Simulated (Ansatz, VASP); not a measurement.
WS2 in VASP and in Ansatz

The input INCAR:

```
  PREC = Accurate
  ENCUT = 520
  EDIFF = 1E-6
  ISMEAR = 0
  SIGMA = 0.05
  LREAL = False
  LASPH = True
  NELM = 60
  ALGO = Normal
  ISIF = 2
  LWAVE = False
  LCHARG = False
  GGA = PS
  NBANDS = 20
```

Contents of KPOINTS:

```
Automatic mesh
0
Gamma
  12 12 2
```

POSCAR

```
WS2
1.0
    3.1920855517      0.0553846137     -0.0375578797
   -1.5480782934      2.7034550958      0.0297559060
   -0.2024093593      0.0683095170     17.7455510836
W S
1 2
Direct
    0.3309897582      0.6330657609     -0.0045290988
    0.6278197187      0.3079042960      0.9087164587
    0.7078571897      0.3923632765      0.0958126401
```

Input for Ansatz:

```yaml
crystal:
  lattice:
    - [3.1920855517, 0.0553846137, -0.0375578797]
    - [-1.5480782934, 2.7034550958, 0.029755906]
    - [-0.2024093593, 0.068309517, 17.7455510836]
  atoms:
    - { symbol: W, position: [0.3309897582, 0.6330657609, -0.0045290988] }
    - { symbol: S, position: [0.6278197187, 0.307904296, 0.9087164587] }
    - { symbol: S, position: [0.7078571897, 0.3923632765, 0.0958126401] }
basis:
  ecutwfc: 420
kpoints:
  mp_grid: { grid: [12, 12, 2] }
hamiltonian:
  xc: pbesol
scf:
  occupations: { method: gaussian, width: 0.05 }
output:
  forces: true
  stress: true
  eigenvalues: true
```

Change from the starting cell: all atoms moved at random (sigma 0.1 Å a component), cell strained at random (sigma 0.03).

Alike in both runs: task single point; functional PBEsol; k mesh 12 × 12 × 2; occupations gaussian, width 0.05 eV; no spin polarisation.

```csv
,VASP,Ansatz
version,VASP 6.6.1,Ansatz 0.2.0
potentials or method,"VASP PAW PBE potentials, release 64 (W_sv, S), cutoff 520 eV","scalar-relativistic, plane waves, PAW"
valence electrons in the cell,26,26
```

```tsv
	VASP	Ansatz	Ansatz less VASP
gap on the k mesh at the Fermi level (eV)	1.42	1.41	-0.002
least direct gap on the mesh (eV)	1.84	1.83	-0.006
rms of the force components (eV/Å)	1.590	1.590	-0.0008
```

VASP's potentials were made for PBE, not for PBEsol. Atom by atom the forces differ by 0.010 eV/Å (rms over components).

Neither program's run includes spin-orbit coupling.
